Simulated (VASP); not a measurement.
## AlN: single point with PBE

AlN:

```
CELL_PARAMETERS angstrom
3.39632 0.00000 0.00000
-1.69816 2.94130 0.00000
0.00000 0.00000 4.29228
ATOMIC_POSITIONS crystal
Al 0.33333 0.66667 0.77291
Al 0.66667 0.33333 0.27291
N 0.33333 0.66667 0.20587
N 0.66667 0.33333 0.70587
```

| Item | Value |
| --- | --- |
| Program | VASP 6.6.1 |
| Task | single point |
| Functional | PBE |
| Potentials or basis | VASP PAW PBE potentials, release 64 (Al, N) |
| Cutoff | 520 eV |
| k mesh | 9 × 9 × 6 |
| Occupations | gaussian, width 0.05 eV |
| Spin | no spin polarisation |
| Dipole correction | no |
| Further INCAR settings | ALGO = Normal; EDIFF = 1e-06; NBANDS = 16 |

```json
{"Pressure": "-7.2 GPa", "Largest force": "0.982 eV/Å", "Band gap on the k mesh": "3.04 eV, direct"}
```

Forces on the atoms (eV/Å):
```
Al   0.000  0.000 -0.982
Al   0.000  0.000 -0.982
N    0.000  0.000  0.982
N    0.000  0.000  0.982
```

Stress tensor (GPa, compression positive):
```
-17.33   0.00   0.00
  0.00 -17.33   0.00
  0.00   0.00  13.12
```

Levels at points of the mesh, in eV from the valence-band top:
| k point | band 5 | band 6 | band 7 | band 8 | band 9 | band 10 | band 11 | band 12 |
| --- | --- | --- | --- | --- | --- | --- | --- | --- |
| (0.00, 0.00, 0.00) | -2.63 | -1.07 | -1.07 | 0.00 | 3.04 | 4.08 | 8.27 | 8.27 |
| (0.00, 0.00, 0.50) | -1.88 | -1.88 | -1.88 | -1.88 | 5.26 | 5.26 | 8.50 | 8.50 |

Run time: 52 s on 1 thread of AMD EPYC 7R43 64-Core Processor (Zen 3) (shared host), peak memory 0.13 GiB.

As with any semilocal functional, this PBE gap is likely too small.
